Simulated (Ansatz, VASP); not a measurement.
This is a calculation of CdF for Ansatz 0.2.0.

File input.yaml:

```yaml
crystal:
  lattice:
    - [0.0, 2.5142128003, 2.5142128003]
    - [2.5142128003, 0.0, 2.5142128003]
    - [2.5142128003, 2.5142128003, 0.0]
  atoms:
    - { symbol: Cd, position: [0.0, 0.0, 0.0] }
    - { symbol: F, position: [0.5, 0.5, 0.5] }
kpoints:
  mp_grid: { grid: [9, 9, 9] }
scf:
  occupations: { method: fermi_dirac, width: 0.05 }
hamiltonian:
  xc: pbe
  pseudopotentials: { kind: all_electron, lapw: { basis_error: 0.0005 } }
output:
  forces: true
  stress: true
  eigenvalues: true
```

Potentials or basis: all-electron LAPW, scalar-relativistic.

The run is started by

```bash
$ ansatz run input.yaml --threads 1 --pin off --max-ram 3072MiB --backend cpu --events-out ev --progress --plain --runs-dir out
```

Q: Translate it to VASP 6.6.1. Potentials there: VASP PAW PBE potentials, release 64 (Cd, F).

A: As run (the cutoff follows the program's own potentials):

Contents of INCAR:

```
PREC     = Accurate       # precision mode
ENCUT    = 520            # plane-wave cutoff, eV
EDIFF    = 1E-6           # SCF threshold, eV
ISMEAR   = -1             # smearing method
SIGMA    = 0.05           # smearing width, eV
LREAL    = False          # projectors in reciprocal space
LASPH    = True           # aspherical terms in the spheres
NELM     = 100            # most SCF steps
ALGO     = Normal         # electronic algorithm
ISIF     = 2              # what is computed and relaxed
LWAVE    = False          # write WAVECAR
LCHARG   = True           # write CHGCAR
GGA      = PE             # functional
LELF     = True           # ELF
LVHAR    = True         
NBANDS   = 16             # bands
```

KPOINTS

```
Automatic mesh
0
Gamma
  9 9 9
```

The input POSCAR:

```
CdF
1.0
    0.0000000000      2.5142128003      2.5142128003
    2.5142128003      0.0000000000      2.5142128003
    2.5142128003      2.5142128003      0.0000000000
Cd F
1 1
Direct
    0.0000000000      0.0000000000      0.0000000000
    0.5000000000      0.5000000000      0.5000000000
```

Potentials or basis: VASP PAW PBE potentials, release 64 (Cd, F).

Command:

```sh
$ cat potpaw_PBE.64/Cd/POTCAR potpaw_PBE.64/F/POTCAR > POTCAR
$ mpirun -np 1 vasp_std > vasp.out
```

Both were run:

|  | VASP | Ansatz | Ansatz less VASP |
| --- | --- | --- | --- |
| gap on the k mesh at the Fermi level (eV) | none | none | - |
| pressure (GPa) | 6.2 | 5.9 | -0.27 |

A gap of «none» marks a metal or a gap that the smearing closes. Ansatz ran all-electron here, and VASP with PAW potentials.
